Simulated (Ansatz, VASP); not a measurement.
## Te in VASP and in Ansatz

```
Te
1.0
     2.29084    1.32261    1.66926
    -2.29084    1.32261    1.66926
     0.00000   -2.64523    1.66926
Te
1
Direct
  0.50000 0.50000 0.50000
```

Alike in both runs: task single point; functional PBEsol; k mesh 15 × 15 × 15; occupations gaussian, width 0.15 eV; no spin polarisation.

```csv
,VASP,Ansatz
version,VASP 6.6.1,Ansatz 0.2.0
potentials or method,"VASP PAW PBE potentials, release 64 (Te), cutoff 520 eV","scalar-relativistic, plane waves, PAW"
valence electrons in the cell,6,16
```

```csv
,VASP,Ansatz,Ansatz less VASP
gap on the k mesh at the Fermi level (eV),none,none,-
pressure (GPa),1.2,1.2,-0.06
```

VASP's potentials were made for PBE, not for PBEsol. A gap of «none» marks a metal or a gap that the smearing closes. VASP's potentials hold 6 valence electrons a cell and Ansatz's 16, so a difference there can come from the potentials and not from the codes.

Spin-orbit coupling is off throughout.
